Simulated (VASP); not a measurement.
Set up this calculation in VASP 6.6.1, as the native input.

* Task: single point
* Functional: LDA
* Potentials or basis: VASP PAW LDA potentials, release 64 (Cd)
* Cutoff: 520 eV
* k mesh: 13 × 13 × 1
* Occupations: fermi-dirac, width 0.08 eV
* Spin: no spin polarisation
* Dipole correction: yes
* Further INCAR settings: ALGO = Normal; EDIFF = 1e-06; NBANDS = 19

The structure of Cd lies in POSCAR:

```
Cd
1.0
    2.9258525262      0.0000000000      0.0000000000
   -1.4629262631      2.5338626154      0.0000000000
    0.0000000000      0.0000000000     11.6577000000
Cd
2
Direct
    0.8333333333      0.1666666667      0.3860094857
    0.1666666667      0.8333333333      0.6139905143
```

These files were run (other wordings do the same):

INCAR

```
SYSTEM = Cd
  PREC = Accurate
  ENCUT = 520
  EDIFF = 1E-6
  ISMEAR = -1
  SIGMA = 0.08
  LREAL = .False.
  LASPH = .True.
  NELM = 80
  ALGO = Normal
  ISIF = 2
  LWAVE = .False.
  LCHARG = .True.
  LDIPOL = .True.
  IDIPOL = 3
  DIPOL = 0.5 0.5 0.500
  LELF = .True.
  LVHAR = .True.
  LVACPOTAV = .True.
  NBANDS = 19
```

KPOINTS

```
Automatic mesh
0
Gamma
  13 13 1
  0 0 0
```

Potentials or basis: VASP PAW LDA potentials, release 64 (Cd).

Command:

```console
$ cat potpaw_LDA.64/Cd/POTCAR > POTCAR
$ mpirun -np 1 vasp_std > vasp.out
```

Results of the run:

```json
{
  "Largest force": "0.033 eV/Å",
  "Band gap on the k mesh": "zero (bands 12 and 13 overlap by 2.97 eV)"
}
```

Run time: 50 s on 1 thread of AMD EPYC 7R43 64-Core Processor (Zen 3), on a shared host, peak memory 0.15 GiB.
